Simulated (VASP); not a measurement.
Input of a VASP 6.6.1 run:

The input INCAR:

```
ALGO = Normal
EDIFF = 1E-6
EDIFFG = -0.01
ENCUT = 600
IBRION = 2
ISIF = 3
ISMEAR = -1
LASPH = True
LCHARG = False
LREAL = False
LWAVE = False
NELM = 100
NSW = 60
PREC = Accurate
SIGMA = 0.05
```

KPOINTS

```
k-points
0
Gamma
  8 8 8
```

Contents of POSCAR:

```
ZnRe2
1.0
    0.0000000000      2.8955600000      2.8955600000
    2.8955600000      0.0000000000      2.8955600000
    2.8955600000      2.8955600000      0.0000000000
Zn Re
1 2
Direct
    0.0000000000      0.0000000000      0.0000000000
    0.7500000000      0.7500000000      0.7500000000
    0.2500000000      0.2500000000      0.2500000000
```

Potentials or basis: VASP PAW LDA potentials, release 64 (Zn, Re).

The run is started by

```console
$ cat potpaw_LDA.64/Zn/POTCAR potpaw_LDA.64/Re/POTCAR > POTCAR
$ mpirun -np 1 vasp_std > vasp.out
```

Question: Estimate the space group after relaxing (to 0.05 Å).

Answer: Fm-3m (No. 225).

Question: Predict the relaxed volume.

Answer: 15.40 Å³/atom.

Final structure:
```yaml
crystal:
  lattice:
    - [0.00000, 2.84788, 2.84788]
    - [2.84788, 0.00000, 2.84788]
    - [2.84788, 2.84788, 0.00000]
  atoms:
    - { symbol: Zn, position: [0.00000, 0.00000, 0.00000] }
    - { symbol: Re, position: [0.75000, 0.75000, 0.75000] }
    - { symbol: Re, position: [0.25000, 0.25000, 0.25000] }
```
